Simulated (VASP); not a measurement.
## NbC4: single point with PBE

NbC4:

```xyz
5
Lattice="3.6073 0.0000 0.0000 0.0000 3.6073 0.0000 0.0000 0.0000 3.6073" Properties=species:S:1:pos:R:3 pbc="T T T"
Nb    0.0000    0.0000    0.0000
C     1.2589    2.3484    2.3484
C     2.3484    1.2589    2.3484
C     2.3484    2.3484    1.2589
C     1.2589    1.2589    1.2589
```

The cell was built from a structure type or drawn by symmetry, and may not be a known phase.

```json
{
 "Program": "VASP 6.6.1",
 "Task": "single point",
 "Functional": "PBE",
 "Potentials or basis": "VASP PAW PBE potentials, release 64 (Nb_sv, C_h)",
 "Cutoff": "910 eV",
 "k mesh": "6 × 6 × 6",
 "Occupations": "gaussian, width 0.1 eV",
 "Spin": "collinear spin",
 "Starting moments": "[1.0, 0.0, 0.0, 0.0, 0.0] μB"
}
```

The pressure is -0.6 GPa and the largest force is 0.026 eV/Å. The net moment is 0.00 μB per cell and the valence electrons inside the program's atomic spheres are Nb 10.48; C 1.42.

Forces in eV/Å, atoms in the order of the input:
```
Nb   0.000  0.000  0.000
C   -0.015  0.015  0.015
C    0.015 -0.015  0.015
C    0.015  0.015 -0.015
C   -0.015 -0.015 -0.015
```

Levels at points of the mesh, in eV from the Fermi level:
Spin up:
| k point | band 11 | band 12 | band 13 | band 14 | band 15 | band 16 | band 17 | band 18 |
| --- | --- | --- | --- | --- | --- | --- | --- | --- |
| (0.00, 0.00, 0.00) | -5.67 | -2.92 | -2.92 | -2.92 | 1.42 | 1.42 | 2.98 | 2.98 |
| (0.50, 0.00, 0.00) | -3.42 | -3.42 | -2.70 | -2.44 | -1.44 | 0.85 | 1.81 | 1.81 |
| (0.50, 0.50, 0.00) | -4.50 | -4.50 | -1.04 | 0.42 | 0.80 | 1.38 | 2.33 | 2.33 |
| (0.50, 0.50, 0.50) | -4.60 | -3.25 | 0.37 | 0.37 | 1.30 | 1.30 | 1.30 | 1.94 |
Spin down:
| k point | band 11 | band 12 | band 13 | band 14 | band 15 | band 16 | band 17 | band 18 |
| --- | --- | --- | --- | --- | --- | --- | --- | --- |
| (0.00, 0.00, 0.00) | -5.67 | -2.92 | -2.92 | -2.92 | 1.42 | 1.42 | 2.98 | 2.98 |
| (0.50, 0.00, 0.00) | -3.42 | -3.42 | -2.70 | -2.44 | -1.44 | 0.85 | 1.81 | 1.81 |
| (0.50, 0.50, 0.00) | -4.50 | -4.50 | -1.04 | 0.42 | 0.80 | 1.38 | 2.33 | 2.33 |
| (0.50, 0.50, 0.50) | -4.60 | -3.25 | 0.37 | 0.37 | 1.30 | 1.30 | 1.30 | 1.94 |

Wall time 47 s on 1 thread of Intel(R) Xeon(R) 6975P-C (Granite Rapids) (shared host), peak memory 0.28 GiB.

Caveat: the cutoff is under 1.25 times the usual one of these potentials, so pressure, stress and relaxed cells hold a basis-set (Pulay) error.
